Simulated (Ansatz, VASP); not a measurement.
# Two plane-wave programs on SnO2

File INCAR:

```
PREC = Accurate
ENCUT = 520
EDIFF = 1E-6
ISMEAR = 0
SIGMA = 0.05
LREAL = False
LASPH = True
NELM = 60
ALGO = Normal
ISIF = 2
LWAVE = False
LCHARG = False
GGA = PE
NBANDS = 35
```

The input KPOINTS:

```
regular mesh
0
Gamma
  6 6 8
```

POSCAR

```
SnO2
1.0
    4.8539386023      0.0000000000      0.0000000000
    0.0000000000      4.8539523402      0.0000000000
    0.0000000000      0.0000000000      3.2031140837
Sn O
2 4
Direct
    0.5000000000      0.5000000000      0.5000000000
    0.0000000000      0.0000000000      0.0000000000
    0.3065724418      0.3066303342      0.0000000000
    0.8065724418      0.1933696658      0.5000000000
    0.1934275582      0.8066303342      0.5000000000
    0.6934275582      0.6933696658      0.0000000000
```

Input for Ansatz:

```yaml
crystal:
  lattice:
    - [4.8539386023, 0.0, 0.0]
    - [0.0, 4.8539523402, 0.0]
    - [0.0, 0.0, 3.2031140837]
  atoms:
    - { symbol: Sn, position: [0.5, 0.5, 0.5] }
    - { symbol: Sn, position: [0.0, 0.0, 0.0] }
    - { symbol: O, position: [0.3065724418, 0.3066303342, 0.0] }
    - { symbol: O, position: [0.8065724418, 0.1933696658, 0.5] }
    - { symbol: O, position: [0.1934275582, 0.8066303342, 0.5] }
    - { symbol: O, position: [0.6934275582, 0.6933696658, 0.0] }
basis:
  ecutwfc: 520.0
kpoints:
  mp_grid: { grid: [6, 6, 8] }
hamiltonian:
  xc: pbe
  pseudopotentials: { kind: paw, azcp: { folder: soft_1 } }
scf:
  occupations: { method: gaussian, width: 0.05 }
output:
  forces: true
  stress: true
  eigenvalues: true
  write_density: true
  write_potential: true
  elf: true
  volumetric_format: npy
```

Alike in both runs: task single point; functional PBE; k mesh 6 × 6 × 8; occupations gaussian, width 0.05 eV; no spin polarisation.

|  | VASP | Ansatz |
| --- | --- | --- |
| version | VASP 6.6.1 | Ansatz 0.2.0 |
| potentials or method | VASP PAW PBE potentials, release 64 (Sn_d, O), cutoff 520 eV | scalar-relativistic, plane waves, PAW |
| valence electrons in the cell | 52 | 52 |

Ansatz gave:

* gap on the k mesh at the Fermi level (eV): 0.75
* least direct gap on the mesh (eV): 0.75
* pressure (GPa): 0.6
* traceless stress, the component that is largest in VASP (GPa): 2.20
* rms of the force components (eV/Å): 0.014

Which values does VASP return?

gap on the k mesh at the Fermi level (eV): 0.73; least direct gap on the mesh (eV): 0.73; pressure (GPa): 1.3; traceless stress, the component that is largest in VASP (GPa): 2.44; rms of the force components (eV/Å): 0.026.

Atom by atom the forces differ by 0.012 eV/Å (rms over components).
